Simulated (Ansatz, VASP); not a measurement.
**Re: VASP beside Ansatz**

```
Re
1.0
     0.05925    2.00462    2.00462
     2.00462    0.05925    2.00462
     2.00462    2.00462    0.05925
Re
1
Direct
  0.00000 0.00000 0.00000
```

Change from the starting cell: equal xy, yz and zx shear strains of +3 %, PAW files.

Alike in both runs: task electric field gradients; functional LDA; k mesh 14 × 14 × 14; occupations fermi-dirac, width 0.03 eV; no spin polarisation.

|  | VASP | Ansatz |
| --- | --- | --- |
| version | VASP 6.6.1 | Ansatz 0.2.0 |
| potentials or method | VASP PAW LDA potentials, release 64 (Re) | PAW with Ansatz's default frozen-core files, scalar-relativistic |
| plane-wave cutoff (eV) | 520 | 420 |
| valence electrons in the cell | 7 | 15 |

```tsv
	VASP	Ansatz	Ansatz less VASP
pressure (GPa)	-22.2	-22.9	-0.69
traceless stress, the component that is largest in VASP (GPa)	-5.16	-5.22	-0.053
size of Vzz on the site where it differs most (V/Å²)	99.5	86.9	-12.63
```

LDA's correlation is that of Perdew and Zunger in VASP and of Perdew and Wang (1992) in Ansatz. VASP's potentials hold 7 valence electrons a cell and Ansatz's 15, so a difference there can come from the potentials and not from the codes.

Spin-orbit coupling is off throughout.
